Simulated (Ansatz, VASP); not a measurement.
**Ta in VASP and in Ansatz**

```
CELL_PARAMETERS angstrom
-2.21034 2.21034 1.20871
2.21034 -2.21034 1.20871
2.21034 2.21034 -1.20871
ATOMIC_POSITIONS crystal
Ta 0.62500 0.87500 0.75000
Ta 0.37500 0.12500 0.25000
```

Change from the starting cell: volume scaled by 0.6, PAW files.

Alike in both runs: task single point; functional PBE; k mesh 17 × 17 × 17; occupations fermi-dirac, width 0.1 eV; no spin polarisation.

|  | VASP | Ansatz |
| --- | --- | --- |
| version | VASP 6.6.1 | Ansatz 0.2.0 |
| potentials or method | VASP PAW PBE potentials, release 64 (Ta_pv) | PAW with Ansatz's default frozen-core files, scalar-relativistic |
| plane-wave cutoff (eV) | 520 | 420 |
| valence electrons in the cell | 22 | 26 |

|  | VASP | Ansatz | Ansatz less VASP |
| --- | --- | --- | --- |
| pressure (GPa) | 221.0 | 216.7 | -4.36 |
| traceless stress, the component that is largest in VASP (GPa) | -0.43 | 0.03 | +0.459 |

Both programs put the cell under a high pressure, so it lies far from rest at this level. The functional is the same, so the differences come from potentials, cutoffs and numerics. VASP's potentials hold 22 valence electrons a cell and Ansatz's 26, so a difference there can come from the potentials and not from the codes.

Neither program's run includes spin-orbit coupling. Noted on VASP's run: the cell as given lies far from equilibrium.
